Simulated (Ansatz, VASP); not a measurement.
**MoS2 in VASP and in Ansatz**

```xyz
3
Lattice="3.2061 0.0000 0.0000 -1.6030 2.7765 0.0000 0.0000 0.0000 6.4121" Properties=species:S:1:pos:R:3 pbc="T T T"
Mo    0.0000    0.0000    0.0000
S     0.0000    1.8510    1.5119
S     0.0000    1.8510    4.9002
```

Alike in both runs: task single point; functional PBE; dispersion D3(BJ); k mesh 12 × 12 × 6; occupations gaussian, width 0.05 eV; no spin polarisation.

|  | VASP | Ansatz |
| --- | --- | --- |
| version | VASP 6.6.1 | Ansatz 0.2.0 |
| potentials or method | VASP PAW PBE potentials, release 64 (Mo_sv, S), cutoff 500 eV | scalar-relativistic, plane waves, PAW |
| valence electrons in the cell | 26 | 26 |

Ansatz gave:

```
gap on the k mesh at the Fermi level (eV)                     : 0.60
least direct gap on the mesh (eV)                             : 1.49
pressure (GPa)                                                : 0.7
traceless stress, the component that is largest in VASP (GPa) : 6.09
rms of the force components (eV/Å)                            : 0.304
```

What did VASP give for the same quantities?

gap on the k mesh at the Fermi level (eV): 0.62; least direct gap on the mesh (eV): 1.49; pressure (GPa): 0.5; traceless stress, the component that is largest in VASP (GPa): 6.05; rms of the force components (eV/Å): 0.297.

Atom by atom the forces differ by 0.007 eV/Å (rms over components).
